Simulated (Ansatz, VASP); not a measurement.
**Eu: VASP beside Ansatz**

File POSCAR:

```
Eu
1.0
   -2.2274745855      2.2274745855      2.2274745855
    2.2274745855     -2.2274745855      2.2274745855
    2.2274745855      2.2274745855     -2.2274745855
Eu
1
Direct
    0.0000000000      0.0000000000      0.0000000000
```

File INCAR.step1:

```
ALGO = Normal
EDIFF = 1E-4
ENCUT = 520
GGA = PE
ISMEAR = -1
ISPIN = 2
LASPH = True
LCHARG = False
LMAXMIX = 6
LREAL = False
LWAVE = True
MAGMOM = 7.31
NBANDS = 18
NELM = 150
PREC = Accurate
SIGMA = 0.05
```

Contents of INCAR.step2:

```
ALGO = Normal
EDIFF = 1E-6
ENCUT = 520
ISIF = 2
ISMEAR = -1
ISPIN = 2
ISTART = 1
LASPH = True
LCHARG = True
LELF = True
LMAXMIX = 6
LMIXTAU = True
LORBIT = 11
LREAL = False
LVHAR = True
LWAVE = False
MAGMOM = 7.31
METAGGA = R2SCAN
NBANDS = 18
NELM = 150
PREC = Accurate
SIGMA = 0.05
```

The input KPOINTS:

```
k-points
0
Gamma
  6 6 6
```

Input for Ansatz:

```yaml
crystal:
  lattice:
    - [-2.2274745855, 2.2274745855, 2.2274745855]
    - [2.2274745855, -2.2274745855, 2.2274745855]
    - [2.2274745855, 2.2274745855, -2.2274745855]
  atoms:
    - { symbol: Eu, position: [0.0, 0.0, 0.0], spin: 7.31 }
hamiltonian:
  xc: r2scan
  pseudopotentials:
    kind: paw
    azcp:
      Eu: "pseudopotentials/Eu.paw.azcp"
basis:
  ecutwfc: 500
  fft_grid_basis: typed
kpoints:
  mp_grid: { grid: [6, 6, 6], shift: [0, 0, 0] }
magnetization:
  spin_polarized: true
scf:
  occupations: { method: fermi_dirac, width: 0.05 }
  lower_state_search: "off"
output:
  stress: true
```

Alike in both runs: task single point; functional r2SCAN; k mesh 6 × 6 × 6; occupations fermi-dirac, width 0.05 eV; collinear spin.

|  | VASP | Ansatz |
| --- | --- | --- |
| version | VASP 6.6.1 | Ansatz 0.2.0 |
| potentials or method | VASP PAW PBE potentials, release 64 (Eu), cutoff 520 eV | plane waves (500 eV) with PAW, scalar-relativistic |
| valence electrons in the cell | 17 | 17 |

VASP gave:

```
pressure (GPa)                                                : -0.4
net moment per atom (μB)                                      : 7.64
size of the moment on the site where the two differ most (μB) : 6.68
```

Q: Which values does Ansatz return?

A: Pressure (GPa): -0.1; net moment per atom (μB): 8.19; size of the moment on the site where the two differ most (μB): 7.46.

The net moments are unlike, so the other rows may belong to different states. VASP's potentials were made for PBE, not for r2SCAN. Site moments also hang on the region over which each program counts them. Ansatz's warnings: stability check not made.

Spin-orbit coupling is off throughout.
